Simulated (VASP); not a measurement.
LiBr, 2 atoms in the cell. The structure is cubic, space group Fm-3m (No. 225). The conventional cell has a = 5.310 Å, b = 5.310 Å, c = 5.310 Å, α = 90.00°, β = 90.00°, γ = 90.00°. Within 3.5 Å of Li (site symmetry m-3m) lie 6 Br at 2.65 Å. Within 3.5 Å of Br (site symmetry m-3m) lie 6 Li at 2.65 Å. 

```yaml
Program: VASP 6.6.1
Task: elastic constants
Functional: LDA
Potentials_or_basis: VASP PAW LDA potentials, release 64 (Li_sv, Br)
Cutoff: 750 eV
k_mesh: 8 × 8 × 8
Occupations: gaussian, width 0.01 eV
Spin: no spin polarisation
Dipole_correction: no
Ions_in_elastic_constants: relaxed
Further_INCAR_settings: ALGO = Normal; EDIFF = 1e-08; IBRION = 6; POTIM = 0.015; NSW = 1; ISIF = 3
```

Potentials or basis: VASP PAW LDA potentials, release 64 (Li_sv, Br).

The run is started by

```sh
$ cat potpaw_LDA.64/Li_sv/POTCAR potpaw_LDA.64/Br/POTCAR > POTCAR
$ mpirun -np 1 vasp_std > vasp.out
```

Hardware: 1 thread of Intel(R) Xeon(R) Platinum 8488C (Sapphire Rapids), with other jobs on the host.

Task: How long does it take, and how much memory?

Result: Run time: 5.7 min on 1 thread of Intel(R) Xeon(R) Platinum 8488C (Sapphire Rapids), on a shared host, peak memory 0.27 GiB. Counts: scf iterations 152, k points 29.
